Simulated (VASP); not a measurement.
# PtSe2 (P-3m1) in VASP: notebook

PtSe2 is run at these levels: r2SCAN; tasks: relaxation of cell and atoms, single point.

Program: VASP 6.6.1. These are calculated values, not measurements. Logs are shortened: lines on timing, memory, paths and dates and some standing lists are left out, and cuts for length are marked.

**1. The cell of the first run**

It takes space group P-3m1 (No. 164, trigonal). Conventional cell: a = 3.589 Å, b = 3.589 Å, c = 4.392 Å, α = 90.00°, β = 90.00°, γ = 120.00°. Pt (site symmetry -3m) has 6 Se at 2.41 Å within 3.2 Å. Se (site symmetry 3m) has 3 Pt at 2.41 Å and 6 Se at 2.84 to 3.21 Å within 3.3 Å.

**2. Relaxation of cell and atoms, r2SCAN, target pressure 30 GPa, at which the enthalpy is minimised**

Input file POSCAR:

```
PtSe2
1.0
    3.5889574354      0.0000000000      0.0000000000
   -1.7944787177      3.1081283122      0.0000000000
    0.0000000000      0.0000000000      4.3915769804
Pt Se
1 2
Direct
    0.0000000000      0.0000000000      0.0000000000
    0.6666666667      0.3333333333      0.7205456217
    0.3333333333      0.6666666667      0.2794543783
```

Input file INCAR.step1:

```
PREC     = Accurate       # precision mode
ENCUT    = 600            # plane-wave cutoff, eV
ISMEAR   = 0              # smearing method
SIGMA    = 0.1            # smearing width, eV
LREAL    = False          # projectors in reciprocal space
LASPH    = True           # aspherical terms in the spheres
NELM     = 60             # most SCF steps
GGA      = PE             # functional
ALGO     = Normal         # electronic algorithm
EDIFF    = 1E-4           # SCF threshold, eV
LWAVE    = True           # write WAVECAR
LCHARG   = False          # write CHGCAR
```

Input file INCAR.step2:

```
PREC     = Accurate       # precision mode
ENCUT    = 600            # plane-wave cutoff, eV
EDIFF    = 1E-7           # SCF threshold, eV
ISMEAR   = 0              # smearing method
SIGMA    = 0.1            # smearing width, eV
LREAL    = False          # projectors in reciprocal space
LASPH    = True           # aspherical terms in the spheres
NELM     = 60             # most SCF steps
ALGO     = Normal         # electronic algorithm
ISIF     = 3              # what is computed and relaxed
LWAVE    = False          # write WAVECAR
LCHARG   = False          # write CHGCAR
METAGGA  = R2SCAN         # meta-GGA
LMIXTAU  = True         
IBRION   = 2              # ionic algorithm
NSW      = 70             # ionic steps
EDIFFG   = -0.008         # ionic threshold
PSTRESS  = 300.0        
ISTART   = 1
```

Input file KPOINTS:

```
Automatic mesh
0
Gamma
  12 12 10
```

Potentials or basis: VASP PAW PBE potentials, release 64 (Pt, Se).

Started as:

```bash
$ cat potpaw_PBE.64/Pt/POTCAR potpaw_PBE.64/Se/POTCAR > POTCAR
$ cp INCAR.step1 INCAR
$ mpirun -np 1 vasp_std > vasp.out
$ cp INCAR.step2 INCAR
$ mpirun -np 1 vasp_std > vasp.out
```

OUTCAR:

```text
PREC = Accurate
   ENCUT = 600
   EDIFF = 1E-7
   ISMEAR = 0
   LREAL = False
   LASPH = True
   NELM = 60
   ISIF = 3
   METAGGA = R2SCAN
   IBRION = 2
   NSW = 70
   EDIFFG = -0.008
   PSTRESS = 300.0
   ISTART = 1

 ion  position               nearest neighbor table
   1  0.000  0.000  0.000-   2 2.41   3 2.41   2 2.41   3 2.41   2 2.41   3 2.41
   2  0.667  0.333  0.721-   1 2.41   1 2.41   1 2.41
   3  0.333  0.667  0.279-   1 2.41   1 2.41   1 2.41

  LATTYP: Found a hexagonal cell.
 ALAT       =     3.5889574354
 C/A-ratio  =     1.2236358495

  Lattice vectors:

 A1 = (   3.5889574354,   0.0000000000,   0.0000000000)
 A2 = (  -1.7944787177,   3.1081283122,   0.0000000000)
 A3 = (   0.0000000000,   0.0000000000,   4.3915769804)

Analysis of symmetry for initial positions (statically):
=====================================================================
 Subroutine PRICEL returns:
 Original cell was already a primitive cell.

 Routine SETGRP: Setting up the symmetry group for a
 hexagonal supercell.

 Subroutine GETGRP returns: Found 12 space group operations
 (whereof 12 operations were pure point group operations)
 out of a pool of 24 trial point group operations.

The static configuration has the point symmetry D_3d.

Analysis of symmetry for dynamics (positions and initial velocities):
=====================================================================
 Subroutine PRICEL returns:
 Original cell was already a primitive cell.

 Routine SETGRP: Setting up the symmetry group for a
 hexagonal supercell.

 Subroutine GETGRP returns: Found 12 space group operations
 (whereof 12 operations were pure point group operations)
 out of a pool of 24 trial point group operations.

The dynamic configuration has the point symmetry D_3d.

 Subroutine INISYM returns: Found 12 space group operations
 (whereof 12 operations are pure point group operations),
 and found     1 'primitive' translations

----------------------------------------------------------------------------------------

                                     Primitive cell

  volume of cell :      48.9878

  direct lattice vectors                    reciprocal lattice vectors
     3.588957435  0.000000000  0.000000000     0.278632449  0.160868520  0.000000000
    -1.794478718  3.108128312  0.000000000     0.000000000  0.321737039  0.000000000
     0.000000000  0.000000000  4.391576980     0.000000000  0.000000000  0.227708635

  length of vectors
     3.588957435  3.588957435  4.391576980     0.321737039  0.321737039  0.227708635

[... 114 lines left out ...]
 non-spin polarized calculation
 Gauss-broadening in eV      SIGMA  =   0.10
  energy-cutoff  :      600.00
  volume of cell :       48.99
 maximum number of plane-waves:      1680
 NGX is ok and might be reduce to    30
   NGX = 15   NGY = 15   NGZ = 17

--------------------------------------- Ionic step        1  -------------------------------------------

 number of electron      22.0000001 magnetization

 Free energy of the ion-electron system (eV)
  ---------------------------------------------------
  ext. energy  EPLUGINS =         0.00000000
  ---------------------------------------------------
  free energy    TOTEN  =       -80.45362099 eV

  energy without entropy =      -80.45050819  energy(sigma->0) =      -80.45206459

------------------------ aborting loop because EDIFF is reached ----------------------------------------

  FORCE on cell =-STRESS in cart. coord.  units (eV):
  Direction    XX          YY          ZZ          XY          YZ          ZX
  --------------------------------------------------------------------------------------
  -------------------------------------------------------------------------------------
  Total       11.0157082     11.0157082      9.4159362      0.0000000      0.0000000     -0.0000000
  in kB      360.2759400    360.2759400    307.9543491      0.0000000      0.0000000     -0.0000000
  external PRESSURE =      42.8354097 kB  Pullay stress =     300.0000000 kB
[... 100 lines left out ...]
  energy  without entropy=      -80.6753240377  energy(sigma->0) =      -80.67684777

  enthalpy is  TOTEN    =       -71.3151125246 eV   P V=        9.3632589874

[... ionic steps 4 to 11 ...]

--------------------------------------- Ionic step       12  -------------------------------------------

 number of electron      22.0000001 magnetization

------------------------ aborting loop because EDIFF is reached ----------------------------------------
[... 73 lines left out ...]
--------------------------------------- Ionic step       14  -------------------------------------------

 number of electron      22.0000001 magnetization

 Free energy of the ion-electron system (eV)
  ---------------------------------------------------
  ext. energy  EPLUGINS =         0.00000000
  ---------------------------------------------------
  free energy    TOTEN  =       -80.47777881 eV

  energy without entropy =      -80.47588250  energy(sigma->0) =      -80.47683066

 E-fermi :   9.3942     XC(G=0): -12.6522

 val. band max:        9.3801891176   @ k =   0.0000   0.1667   0.4000
 cond. band min:       9.4274676637   @ k =   0.0000   0.4167   0.4000
 fundamental gap:      0.0472785461
 Fermi energy:         9.3942055556

 k-point     1 :       0.0000    0.0000    0.0000
  band No.  band energies     occupation
      1      -8.8103      2.00000
      2      -3.4717      2.00000
      3       0.5765      2.00000
      4       1.7234      2.00000
      5       1.7234      2.00000
      6       4.7335      2.00000
      7       4.7335      2.00000
      8       6.3899      2.00000
      9       8.1163      2.00000
     10       8.1163      2.00000
     11       9.7364      0.00000
     12       9.7364      0.00000
     13      10.3200      0.00000
     14      12.7095      0.00000
[... 401 lines left out ...]
      2      -4.0739      2.00000
      3       0.9378      2.00000
      4       1.8826      2.00000
      5       2.6206      2.00000
      6       3.8421      2.00000
      7       4.5848      2.00000
      8       5.5137      2.00000
      9       6.8772      2.00000
     10       7.6362      2.00000
     11       9.1394      1.99969
     12      10.0043      0.00000
     13      11.6073      0.00000
     14      14.0649      0.00000
     15      15.3810      0.00000

 [... further k-points ...]

------------------------ aborting loop because EDIFF is reached ----------------------------------------

  FORCE on cell =-STRESS in cart. coord.  units (eV):
  Direction    XX          YY          ZZ          XY          YZ          ZX
  --------------------------------------------------------------------------------------
  -------------------------------------------------------------------------------------
  Total        9.1215015      9.1215015      9.1294234      0.0000000      0.0000000     -0.0000000
  in kB      299.7919099    299.7919100    300.0522769      0.0000000      0.0000000     -0.0000000
  external PRESSURE =      -0.1213011 kB  Pullay stress =     300.0000000 kB
[... 22 lines left out ...]
  energy  without entropy=      -80.4758825044  energy(sigma->0) =      -80.47683066

  enthalpy is  TOTEN    =       -71.3499459538 eV   P V=        9.1278328546

 reached required accuracy - stopping structural energy minimisation
```

OSZICAR.step1:

```text
N       E                     dE             d eps       ncg     rms          rms(c)
DAV:   1     0.132390324476E+03    0.13239E+03   -0.11640E+04  4868   0.150E+03
DAV:   2    -0.864359259284E+01   -0.14103E+03   -0.13789E+03  6114   0.267E+02
DAV:   3    -0.138185444756E+02   -0.51750E+01   -0.51451E+01  6057   0.534E+01
DAV:   4    -0.138528617913E+02   -0.34317E-01   -0.34305E-01  5840   0.473E+00
DAV:   5    -0.138531644576E+02   -0.30267E-03   -0.30266E-03  6274   0.423E-01    0.170E+01
DAV:   6    -0.132856443131E+02    0.56752E+00   -0.39485E+00  4951   0.198E+01    0.994E+00
DAV:   7    -0.131817287931E+02    0.10392E+00   -0.69981E-01  4923   0.908E+00    0.499E+00
DAV:   8    -0.131575440797E+02    0.24185E-01   -0.41304E-02  5686   0.215E+00    0.711E-01
DAV:   9    -0.131560259958E+02    0.15181E-02   -0.85595E-03  5644   0.918E-01    0.120E-01
DAV:  10    -0.131561357225E+02   -0.10973E-03   -0.83365E-04  5756   0.255E-01    0.664E-02
DAV:  11    -0.131561340756E+02    0.16469E-05   -0.40799E-05  2731   0.621E-02
   1 F= -.13156134E+02 E0= -.13154311E+02  d E =-.364685E-02
```

It took 1.8 h on 1 thread of Intel Xeon 8259CL, shared host; peak memory 0.33 GiB.

Results:

* Free energy: -80.4778 eV
* Relaxed volume: 16.25 Å³/atom
* Relaxed cell: a = 3.630 Å, b = 3.630 Å, c = 4.272 Å, α = 90.00°, β = 90.00°, γ = 120.00°
* Space group after relaxing (to 0.1 Å): P-3m1 (No. 164)
* Energy change on relaxing (the run minimises the enthalpy): -8.1 meV/atom
* Ionic steps: 14
* Pressure after relaxing: 30.0 GPa
* Largest force after relaxing: 0.005 eV/Å
* Band gap on the k mesh: zero (bands 11 and 12 overlap by 0.90 eV)

Forces on the atoms (eV/Å):
```
Pt   0.000  0.000  0.000
Se   0.000  0.000 -0.005
Se   0.000  0.000  0.005
```

The path:
```csv
step,energy change (eV),largest force (eV/Å),pressure (GPa),volume (Å³)
1,0.0000,1.0497,34.28,48.99
2,-0.4892,0.6630,14.75,52.14
3,-0.2248,0.4144,27.00,50.01
4,-0.0559,0.0193,29.50,48.93
5,-0.0240,0.0558,29.97,48.75
6,-0.0287,0.0448,29.91,48.78
7,-0.0209,0.0020,30.19,48.73
8,-0.0152,0.0340,30.39,48.70
9,-0.0388,0.0037,29.63,48.83
10,-0.0298,0.0154,29.92,48.78
11,-0.0303,0.0148,29.92,48.78
12,-0.0307,0.0143,29.90,48.78
13,-0.0275,0.0095,29.94,48.77
14,-0.0242,0.0045,29.99,48.75
```

Final structure:
```
CELL_PARAMETERS angstrom
3.62991 0.00000 0.00000
-1.81495 3.14359 0.00000
0.00000 0.00000 4.27203
ATOMIC_POSITIONS crystal
Pt 0.00000 0.00000 0.00000
Se 0.66667 0.33333 0.70942
Se 0.33333 0.66667 0.29058
```

Caveat: the cell is relaxed towards a set pressure, so the run minimises the enthalpy, not the energy; the PAW data sets were made with another functional, which shifts forces and pressure a little; spin-orbit coupling is left out, which moves the levels of the heavy elements.

**3. Single point, r2SCAN (equal strain along all axes, cell held: -3.0 %, then relaxed in part)**

Input file POSCAR:

```
PtSe2
1.0
    3.6059578113      0.0000000000      0.0000000000
   -1.8029789056      3.1228510695      0.0000000000
    0.0000000000      0.0000000000      5.6471974523
Pt Se
1 2
Direct
    0.0000000000      0.0000000000      0.0000000000
    0.6666666667      0.3333333333      0.7584989285
    0.3333333333      0.6666666667      0.2415010715
```

Input file INCAR.step1:

```
  PREC = Accurate
  ENCUT = 520
  ISMEAR = 0
  SIGMA = 0.02
  LREAL = False
  LASPH = True
  NELM = 80
  NBANDS = 18
  GGA = PE
  ALGO = Normal
  EDIFF = 1E-4
  LWAVE = True
  LCHARG = False
```

Input file INCAR.step2:

```
  PREC = Accurate
  ENCUT = 520
  EDIFF = 1E-6
  ISMEAR = 0
  SIGMA = 0.02
  LREAL = False
  LASPH = True
  NELM = 80
  ALGO = Normal
  ISIF = 2
  LWAVE = False
  LCHARG = False
  METAGGA = R2SCAN
  LMIXTAU = True
  NBANDS = 18
  ISTART = 1
```

Input file KPOINTS:

```
regular mesh
0
Gamma
  12 12 6
```

Potentials or basis: VASP PAW PBE potentials, release 64 (Pt, Se).

Started as:

```bash
$ cat potpaw_PBE.64/Pt/POTCAR potpaw_PBE.64/Se/POTCAR > POTCAR
$ cp INCAR.step1 INCAR
$ mpirun -np 1 vasp_std > vasp.out
$ cp INCAR.step2 INCAR
$ mpirun -np 1 vasp_std > vasp.out
```

Wall time 3.6 min (1 thread of Intel Xeon Platinum 8559C (Emerald Rapids), shared host); peak memory 0.27 GiB.

Results (log left out):

```yaml
Free_energy: -81.3990 eV
Pressure: 5.7 GPa
Largest_force: 0.025 eV/Å
Band_gap_on_the_k_mesh: 0.43 eV (least direct gap 0.80 eV)
```

Forces on the atoms (eV/Å):
```
Pt   0.000  0.000  0.000
Se   0.000  0.000 -0.025
Se   0.000  0.000  0.025
```

Stress tensor (GPa, compression positive):
```
7.54 0.00 0.00
0.00 7.54 0.00
0.00 0.00 1.98
```

Levels at points of the mesh, in eV from the valence-band top:
```csv
k point,band 9,band 10,band 11,band 12,band 13,band 14
"(0.00, 0.00, 0.00)",-0.57,-0.57,0.00,2.25,2.25,5.14
"(0.50, 0.00, 0.00)",-3.24,-2.73,-2.72,1.34,2.53,5.26
"(0.00, 0.00, 0.50)",-1.73,-0.79,-0.79,2.68,2.68,5.67
"(0.50, 0.00, 0.50)",-2.87,-2.37,-1.70,1.75,2.28,4.48
```

Caveat: the cell differs from its parent crystal (equal strain along all axes, cell held: -3.0 %, then relaxed in part); the cell stands under pressure; the PAW data sets were made with another functional, which shifts forces and pressure a little; spin-orbit coupling is left out, which moves the levels of the heavy elements. A k mesh can miss the band edges.

(Part 1 of 2 ends here.)
